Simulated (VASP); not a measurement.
# TiCo3 (Pm-3m) in VASP: a series of runs

TiCo3 is run at these levels: PBEsol; tasks: single point.

Everything below comes from runs of VASP 6.6.1. Logs are shortened: lines on timing, memory, paths and dates and some standing lists are left out, and cuts for length are marked.

### 1 The cell of the first run

Symmetry: Pm-3m, No. 221, cubic system. The conventional cell has a = 3.614 Å, b = 3.614 Å, c = 3.614 Å, α = 90.00°, β = 90.00°, γ = 90.00°. Ti (site symmetry m-3m) has 12 Co at 2.56 Å within 3.4 Å. Co (site symmetry 4/mmm) has 4 Ti at 2.56 Å and 8 Co at 2.56 Å within 3.4 Å.

### 2 Single point, PBEsol, collinear spin, ferrimagnetic start

Input file INCAR:

```
SYSTEM = TiCo3
  PREC = Accurate
  ENCUT = 520
  EDIFF = 1E-6
  ISMEAR = 1
  SIGMA = 0.02
  LREAL = .False.
  LASPH = .True.
  NELM = 150
  ALGO = Normal
  ISIF = 2
  LWAVE = .False.
  LCHARG = .False.
  ISPIN = 2
  MAGMOM = -0.42 1.21 1.21 1.21
  LORBIT = 11
  LMAXMIX = 4
  GGA = PS
  NBANDS = 32
```

Input file KPOINTS:

```
Automatic mesh
0
Gamma
  12 12 12
  0 0 0
```

Input file POSCAR:

```
TiCo3
1.0
    3.6140000000      0.0000000000      0.0000000000
    0.0000000000      3.6140000000      0.0000000000
    0.0000000000      0.0000000000      3.6140000000
Ti Co
1 3
Direct
    0.0000000000      0.0000000000      0.0000000000
    0.0000000000      0.5000000000      0.5000000000
    0.5000000000      0.0000000000      0.5000000000
    0.5000000000      0.5000000000      0.0000000000
```

Potentials or basis: VASP PAW PBE potentials, release 64 (Ti_sv, Co).

The run is started by

```console
> cat potpaw_PBE.64/Ti_sv/POTCAR potpaw_PBE.64/Co/POTCAR > POTCAR
> mpirun -np 1 vasp_std > vasp.out
```

OUTCAR:

```text
SYSTEM = TiCo3
   PREC = Accurate
   ENCUT = 520
   EDIFF = 1E-6
   ISMEAR = 1
   LREAL = .False.
   LASPH = .True.
   NELM = 150
   ISIF = 2
   ISPIN = 2
   LORBIT = 11
   GGA = PS

 ion  position               nearest neighbor table
   1  0.000  0.000  0.000-   2 2.56   3 2.56   4 2.56   2 2.56   3 2.56   2 2.56   4 2.56   2 2.56
                             3 2.56   4 2.56   3 2.56   4 2.56
   2  0.000  0.500  0.500-   1 2.56   3 2.56   4 2.56   1 2.56   4 2.56   1 2.56   3 2.56   1 2.56
                             3 2.56   4 2.56   4 2.56   3 2.56
   3  0.500  0.000  0.500-   1 2.56   2 2.56   4 2.56   1 2.56   4 2.56   2 2.56   4 2.56   4 2.56
                             1 2.56   2 2.56   1 2.56   2 2.56
   4  0.500  0.500  0.000-   1 2.56   2 2.56   3 2.56   2 2.56   3 2.56   1 2.56   3 2.56   3 2.56
                             1 2.56   2 2.56   2 2.56   1 2.56

  LATTYP: Found a simple cubic cell.
 ALAT       =     3.6140000000

  Lattice vectors:

 A1 = (   3.6140000000,   0.0000000000,   0.0000000000)
 A2 = (   0.0000000000,   3.6140000000,   0.0000000000)
 A3 = (   0.0000000000,   0.0000000000,   3.6140000000)

Analysis of symmetry for initial positions (statically):
=====================================================================
 Subroutine PRICEL returns:
 Original cell was already a primitive cell.

 Routine SETGRP: Setting up the symmetry group for a
 simple cubic supercell.

 Subroutine GETGRP returns: Found 48 space group operations
 (whereof 48 operations were pure point group operations)
 out of a pool of 48 trial point group operations.

The static configuration has the point symmetry O_h .

Analysis of symmetry for dynamics (positions and initial velocities):
=====================================================================
 Subroutine PRICEL returns:
 Original cell was already a primitive cell.

 Routine SETGRP: Setting up the symmetry group for a
 simple cubic supercell.

 Subroutine GETGRP returns: Found 48 space group operations
 (whereof 48 operations were pure point group operations)
 out of a pool of 48 trial point group operations.

The dynamic configuration has the point symmetry O_h .

Analysis of structural, dynamic, and magnetic symmetry:
=====================================================================
 Subroutine PRICEL returns:
 Original cell was already a primitive cell.

 Routine SETGRP: Setting up the symmetry group for a
 simple cubic supercell.

 Subroutine GETGRP returns: Found 48 space group operations
 (whereof 48 operations were pure point group operations)
 out of a pool of 48 trial point group operations.

The overall configuration has the point symmetry O_h .
[... 133 lines left out ...]
   LRPA    =     F    only Hartree local field effects (RPA)
 spin polarized calculation
 Methfessel and Paxton  Order N= 1 SIGMA  =   0.02
  energy-cutoff  :      520.00
  volume of cell :       47.20
 maximum number of plane-waves:      1328
 NGX is ok and might be reduce to    28
   NGX = 13   NGY = 13   NGZ = 13

 number of electron      39.0000030 magnetization       0.9699755

 Free energy of the ion-electron system (eV)
  ---------------------------------------------------
  ext. energy  EPLUGINS =         0.00000000
  ---------------------------------------------------
  free energy    TOTEN  =       -32.54457160 eV

  energy without entropy =      -32.54450322  energy(sigma->0) =      -32.54454881

 E-fermi :   9.6862     XC(G=0): -13.2551

 val. band max:        9.6852269079   @ k =   0.3333   0.1667   0.0833
 cond. band min:       9.6894888878   @ k =   0.3333   0.0833   0.0833
 fundamental gap:      0.0042619800
 Fermi energy:         9.6861940836

 spin component 1

 k-point     1 :       0.0000    0.0000    0.0000
  band No.  band energies     occupation
      1     -46.5526      1.00000
      2     -22.8968      1.00000
      3     -22.8968      1.00000
      4     -22.8968      1.00000
      5       1.8134      1.00000
      6       5.4899      1.00000
[... 805 lines left out ...]
     30      21.2176      0.00000
     31      21.7377      0.00000

 [... further k-points ...]

 spin component 2

 k-point     1 :       0.0000    0.0000    0.0000
  band No.  band energies     occupation
      1     -46.6777      1.00000
      2     -23.0232      1.00000
      3     -23.0232      1.00000
      4     -23.0232      1.00000
      5       1.8159      1.00000
      6       5.6657      1.00000
[... 805 lines left out ...]
     30      21.3233      0.00000
     31      21.7897      0.00000

 [... further k-points ...]

 [bands above 31 left out]

------------------------ aborting loop because EDIFF is reached ----------------------------------------

  FORCE on cell =-STRESS in cart. coord.  units (eV):
  Direction    XX          YY          ZZ          XY          YZ          ZX
  --------------------------------------------------------------------------------------
  -------------------------------------------------------------------------------------
  Total       -4.0589480     -4.0589480     -4.0589480      0.0000000      0.0000000     -0.0000000
  in kB     -137.7715746   -137.7715746   -137.7715746      0.0000000      0.0000000     -0.0000000
  external PRESSURE =    -137.7715746 kB  Pullay stress =       0.0000000 kB

 VOLUME and BASIS-vectors are now :
 -----------------------------------------------------------------------------
  energy-cutoff  :      520.00
  volume of cell :       47.20
      direct lattice vectors                 reciprocal lattice vectors
     3.614000000  0.000000000  0.000000000     0.276701716  0.000000000  0.000000000
     0.000000000  3.614000000  0.000000000     0.000000000  0.276701716  0.000000000
     0.000000000  0.000000000  3.614000000     0.000000000  0.000000000  0.276701716

 POSITION                                       TOTAL-FORCE (eV/Angst)
 -----------------------------------------------------------------------------------
      0.00000      0.00000      0.00000         0.000000      0.000000      0.000000
      0.00000      1.80700      1.80700         0.000000      0.000000      0.000000
      1.80700      0.00000      1.80700         0.000000      0.000000      0.000000
      1.80700      1.80700      0.00000         0.000000      0.000000      0.000000
 -----------------------------------------------------------------------------------
    total drift:                                0.000000      0.000000      0.000000

  FREE ENERGIE OF THE ION-ELECTRON SYSTEM (eV)
  ---------------------------------------------------
  free  energy   TOTEN  =       -32.5445716017 eV

  energy  without entropy=      -32.5445032153  energy(sigma->0) =      -32.54454881

 total charge

# of ion       s       p       d       tot
------------------------------------------
    1        2.262   6.187   1.911  10.361
    2        0.497   0.491   7.305   8.294
    3        0.497   0.491   7.305   8.294
    4        0.497   0.491   7.305   8.294
--------------------------------------------------
tot          3.755   7.661  23.827  35.243

 magnetization (x)

# of ion       s       p       d       tot
------------------------------------------
    1       -0.002  -0.010  -0.129  -0.141
    2       -0.001  -0.005   0.417   0.411
    3       -0.001  -0.005   0.417   0.411
    4       -0.001  -0.005   0.417   0.411
--------------------------------------------------
tot         -0.006  -0.023   1.121   1.092
```

Wall time 15 min (1 thread of Intel Xeon 6975P-C (Granite Rapids), shared host); peak memory 0.32 GiB.

What came out:

| Item | Value |
| --- | --- |
| Free energy | -32.5446 eV |
| Pressure | -13.8 GPa |
| Band gap on the k mesh | zero (filled and empty bands overlap) |
| Net moment | 0.97 μB per cell |
| Site moments | Ti -0.14; Co +0.41 μB |
| Valence electrons inside the program's atomic spheres | Ti 10.36; Co 8.29 |

Levels at points of the mesh, in eV from the Fermi level:
Spin up:
| k point | band 17 | band 18 | band 19 | band 20 | band 21 | band 22 | band 23 | band 24 |
| --- | --- | --- | --- | --- | --- | --- | --- | --- |
| (0.00, 0.00, 0.00) | 0.17 | 0.43 | 0.43 | 0.43 | 2.34 | 2.34 | 3.20 | 3.20 |
| (0.50, 0.00, 0.00) | -0.72 | -0.72 | -0.72 | -0.22 | 0.43 | 1.15 | 1.15 | 1.77 |
| (0.50, 0.50, 0.00) | -1.06 | -1.04 | -1.04 | -0.54 | -0.52 | 1.63 | 1.63 | 1.86 |
| (0.50, 0.50, 0.50) | -0.03 | 0.22 | 0.22 | 0.22 | 0.76 | 0.76 | 0.76 | 1.96 |
Spin down:
```csv
k point,band 15,band 16,band 17,band 18,band 19,band 20,band 21,band 22,band 23,band 24
"(0.00, 0.00, 0.00)",0.15,0.15,0.66,0.79,0.79,0.79,2.50,2.50,3.20,3.20
"(0.50, 0.00, 0.00)",-0.82,-0.49,-0.41,-0.41,-0.26,0.31,0.79,1.15,1.15,1.92
"(0.50, 0.50, 0.00)",-1.43,-1.15,-0.62,-0.54,-0.54,-0.22,-0.20,1.63,1.63,2.13
"(0.50, 0.50, 0.50)",-0.79,-0.79,0.01,0.63,0.63,0.63,0.73,0.73,0.73,2.15
```

Caveat: the cell stands under tension; the PAW data sets were made with another functional, which shifts forces and pressure a little.

### 3 Single point, PBEsol, collinear spin, ferrimagnetic start

Input file INCAR:

```
PREC = Accurate
ENCUT = 520
EDIFF = 1E-6
ISMEAR = 1
SIGMA = 0.2
LREAL = F
LASPH = T
NELM = 150
ALGO = Fast
ISIF = 2
LWAVE = F
LCHARG = F
ISPIN = 2
MAGMOM = -0.42 1.21 1.21 1.21
LORBIT = 11
LMAXMIX = 4
GGA = PS
NBANDS = 32
```

Input file KPOINTS:

```
regular mesh
0
Gamma
  12 12 12
```

POSCAR is that of step 2.

Potentials or basis: VASP PAW PBE potentials, release 64 (Ti_sv, Co).

The run is started by

```console
> cat potpaw_PBE.64/Ti_sv/POTCAR potpaw_PBE.64/Co/POTCAR > POTCAR
> mpirun -np 1 vasp_std > vasp.out
```

Wall time 6.8 min (1 thread of Intel Xeon 6975P-C (Granite Rapids), shared host); peak memory 0.31 GiB.

The run converged. Its results:

* Free energy: -32.5295 eV
* Pressure: -15.5 GPa
* Net moment: 0.00 μB per cell
* Valence electrons inside the program's atomic spheres: Ti 10.36; Co 8.29

Levels at points of the mesh, in eV from the Fermi level:
Spin up:
| k point | band 17 | band 18 | band 19 | band 20 | band 21 | band 22 | band 23 | band 24 |
| --- | --- | --- | --- | --- | --- | --- | --- | --- |
| (0.00, 0.00, 0.00) | 0.44 | 0.66 | 0.66 | 0.66 | 2.45 | 2.45 | 3.25 | 3.25 |
| (0.50, 0.00, 0.00) | -0.52 | -0.52 | -0.45 | 0.11 | 0.67 | 1.18 | 1.18 | 1.88 |
| (0.50, 0.50, 0.00) | -0.81 | -0.72 | -0.72 | -0.33 | -0.32 | 1.67 | 1.67 | 2.06 |
| (0.50, 0.50, 0.50) | 0.05 | 0.47 | 0.47 | 0.47 | 0.79 | 0.79 | 0.79 | 2.10 |
Spin down:
| k point | band 18 | band 19 | band 20 | band 21 | band 22 | band 23 |
| --- | --- | --- | --- | --- | --- | --- |
| (0.00, 0.00, 0.00) | 0.66 | 0.66 | 0.66 | 2.46 | 2.46 | 3.25 |
| (0.50, 0.00, 0.00) | -0.52 | -0.45 | 0.11 | 0.66 | 1.19 | 1.19 |
| (0.50, 0.50, 0.00) | -0.72 | -0.72 | -0.33 | -0.32 | 1.67 | 1.67 |
| (0.50, 0.50, 0.50) | 0.47 | 0.47 | 0.47 | 0.79 | 0.79 | 0.79 |

Caveat: the cell stands under tension; the PAW data sets were made with another functional, which shifts forces and pressure a little.

### 4 Single point, PBEsol

Input file INCAR:

```
PREC = Accurate
ENCUT = 520
EDIFF = 1E-7
ISMEAR = 0
SIGMA = 0.1
LREAL = False
LASPH = True
NELM = 100
ALGO = Fast
ISIF = 2
LWAVE = False
LCHARG = True
GGA = PS
LELF = True
LVHAR = True
NBANDS = 28
```

Input file KPOINTS:

```
Automatic mesh
0
Gamma
  12 12 12
```

POSCAR is that of step 3.

Potentials or basis: VASP PAW PBE potentials, release 64 (Ti_sv, Co).

The run is started by

```console
> cat potpaw_PBE.64/Ti_sv/POTCAR potpaw_PBE.64/Co/POTCAR > POTCAR
> mpirun -np 1 vasp_std > vasp.out
```

OUTCAR:

```text
PREC = Accurate
   ENCUT = 520
   EDIFF = 1E-7
   ISMEAR = 0
   LREAL = False
   LASPH = True
   NELM = 100
   ISIF = 2
   GGA = PS

 ion  position               nearest neighbor table
   1  0.000  0.000  0.000-   2 2.56   3 2.56   4 2.56   2 2.56   3 2.56   2 2.56   4 2.56   2 2.56
                             3 2.56   4 2.56   3 2.56   4 2.56
   2  0.000  0.500  0.500-   1 2.56   3 2.56   4 2.56   1 2.56   4 2.56   1 2.56   3 2.56   1 2.56
                             3 2.56   4 2.56   4 2.56   3 2.56
   3  0.500  0.000  0.500-   1 2.56   2 2.56   4 2.56   1 2.56   4 2.56   2 2.56   4 2.56   4 2.56
                             1 2.56   2 2.56   1 2.56   2 2.56
   4  0.500  0.500  0.000-   1 2.56   2 2.56   3 2.56   2 2.56   3 2.56   1 2.56   3 2.56   3 2.56
                             1 2.56   2 2.56   2 2.56   1 2.56

  LATTYP: Found a simple cubic cell.
 ALAT       =     3.6140000000

  Lattice vectors:

 A1 = (   3.6140000000,   0.0000000000,   0.0000000000)
 A2 = (   0.0000000000,   3.6140000000,   0.0000000000)
 A3 = (   0.0000000000,   0.0000000000,   3.6140000000)

Analysis of symmetry for initial positions (statically):
=====================================================================
[... 181 lines left out ...]
 cond. band min:       9.6413208856   @ k =   0.3333   0.0833   0.0833
 fundamental gap:      0.0084464338
 Fermi energy:         9.6405384408

 k-point     1 :       0.0000    0.0000    0.0000
  band No.  band energies     occupation
      1     -46.6259      2.00000
      2     -22.9707      2.00000
      3     -22.9707      2.00000
      4     -22.9707      2.00000
      5       1.8156      2.00000
      6       5.5728      2.00000
[... 733 lines left out ...]
     27      14.4036      0.00000
     28      15.5189      0.00000

 [... further k-points ...]

------------------------ aborting loop because EDIFF is reached ----------------------------------------

  FORCE on cell =-STRESS in cart. coord.  units (eV):
  Direction    XX          YY          ZZ          XY          YZ          ZX
  --------------------------------------------------------------------------------------
  -------------------------------------------------------------------------------------
  Total       -4.5461351     -4.5461351     -4.5461351     -0.0000000     -0.0000000      0.0000000
  in kB     -154.3080107   -154.3080107   -154.3080107     -0.0000000     -0.0000000      0.0000000
  external PRESSURE =    -154.3080107 kB  Pullay stress =       0.0000000 kB

 VOLUME and BASIS-vectors are now :
 -----------------------------------------------------------------------------
  energy-cutoff  :      520.00
  volume of cell :       47.20
      direct lattice vectors                 reciprocal lattice vectors
     3.614000000  0.000000000  0.000000000     0.276701716  0.000000000  0.000000000
     0.000000000  3.614000000  0.000000000     0.000000000  0.276701716  0.000000000
     0.000000000  0.000000000  3.614000000     0.000000000  0.000000000  0.276701716

 POSITION                                       TOTAL-FORCE (eV/Angst)
 -----------------------------------------------------------------------------------
      0.00000      0.00000      0.00000         0.000000      0.000000      0.000000
      0.00000      1.80700      1.80700         0.000000      0.000000      0.000000
      1.80700      0.00000      1.80700         0.000000      0.000000      0.000000
      1.80700      1.80700      0.00000         0.000000      0.000000      0.000000
 -----------------------------------------------------------------------------------
    total drift:                                0.000000      0.000000      0.000000

  FREE ENERGIE OF THE ION-ELECTRON SYSTEM (eV)
  ---------------------------------------------------
  free  energy   TOTEN  =       -32.5451355946 eV

  energy  without entropy=      -32.5131972675  energy(sigma->0) =      -32.52916643
```

Run time: 7.7 min. Hardware: 1 thread of Intel Xeon 8259CL, shared host; peak memory 0.23 GiB.

What came out:

```
Free energy            : -32.5451 eV
Pressure               : -15.4 GPa
Band gap on the k mesh : zero (an odd number of electrons rules out a gap without spin polarisation)
```

Caveat: the cell stands under tension; the PAW data sets were made with another functional, which shifts forces and pressure a little; the run has no spin polarisation, though such a crystal can be magnetic. Spin polarisation is off, so any magnetic state and its effect on volume and gap are missing.

### 5 Single point, PBEsol, collinear spin, ferrimagnetic start

Input file INCAR:

```
SYSTEM = TiCo3
PREC = Accurate ; ENCUT = 520
EDIFF = 1E-6 ; ISMEAR = -1
SIGMA = 0.8 ; LREAL = .FALSE.
LASPH = .TRUE. ; NELM = 150
ALGO = Normal ; ISIF = 2
LWAVE = .FALSE. ; LCHARG = .FALSE.
ISPIN = 2 ; MAGMOM = -0.42 1.21 1.21 1.21
LORBIT = 11 ; LMAXMIX = 4
GGA = PS ; NBANDS = 32
```

Input file KPOINTS:

```
regular mesh
0
G
  12 12 12
  0 0 0
```

POSCAR is that of step 4.

The run is started by

```console
> cat potpaw_PBE.64/Ti_sv/POTCAR potpaw_PBE.64/Co/POTCAR > POTCAR
> mpirun -np 1 vasp_std > vasp.out
```

Wall time 9.4 min (1 thread of Intel Xeon 8259CL, shared host); peak memory 0.31 GiB.

The run converged. Its results:

* Free energy: -38.1363 eV
* Pressure: 6.9 GPa
* Net moment: 0.00 μB per cell
* Valence electrons inside the program's atomic spheres: Ti 10.44; Co 8.28

Levels at points of the mesh, in eV from the Fermi level:
Spin up:
```tsv
k point	band 18	band 19	band 20	band 21	band 22	band 23	band 24	band 25
(0.00, 0.00, 0.00)	0.12	0.12	0.12	2.18	2.18	2.66	2.66	2.66
(0.50, 0.00, 0.00)	-1.12	-1.04	-0.49	0.12	0.95	0.95	1.59	2.30
(0.50, 0.50, 0.00)	-1.33	-1.33	-0.96	-0.87	1.48	1.48	1.49	1.49
(0.50, 0.50, 0.50)	-0.10	-0.10	-0.10	0.24	0.24	0.24	1.75	1.75
```
Spin down:
| k point | band 19 | band 20 | band 21 | band 22 | band 23 | band 24 |
| --- | --- | --- | --- | --- | --- | --- |
| (0.00, 0.00, 0.00) | 0.12 | 0.12 | 2.18 | 2.18 | 2.66 | 2.66 |
| (0.50, 0.00, 0.00) | -1.04 | -0.49 | 0.12 | 0.95 | 0.95 | 1.59 |
| (0.50, 0.50, 0.00) | -1.33 | -0.96 | -0.87 | 1.48 | 1.48 | 1.49 |
| (0.50, 0.50, 0.50) | -0.10 | -0.10 | 0.24 | 0.24 | 0.24 | 1.75 |

Caveat: the cell stands under pressure; so wide a smearing shifts energies and pressures; the PAW data sets were made with another functional, which shifts forces and pressure a little.

### 6 The runs side by side

```tsv
spin	smearing	gap on the mesh (eV)	pressure (GPa)	moment (μB)
collinear, ferrimagnetic start	methfessel-paxton 0.02 eV	none	-13.8	0.97
collinear, ferrimagnetic start	methfessel-paxton 0.2 eV	none	-15.5	0.00
off	gaussian 0.1 eV	none	-15.4	-
collinear, ferrimagnetic start	fermi-dirac 0.8 eV	none	6.9	0.00
```

Alike in all rows: task single point; level PBEsol; potentials or basis VASP PAW PBE potentials, release 64 (Ti_sv, Co); cell as given; k mesh 12 × 12 × 12; cutoff (eV) 520.

Caveats: the PAW data sets were made with another functional, which shifts forces and pressure a little; the cell stands under tension (at least some runs); the cell stands under pressure (at least some runs); so wide a smearing shifts energies and pressures (at least some runs).

Absolute energies hang on the potentials; compare differences alone.
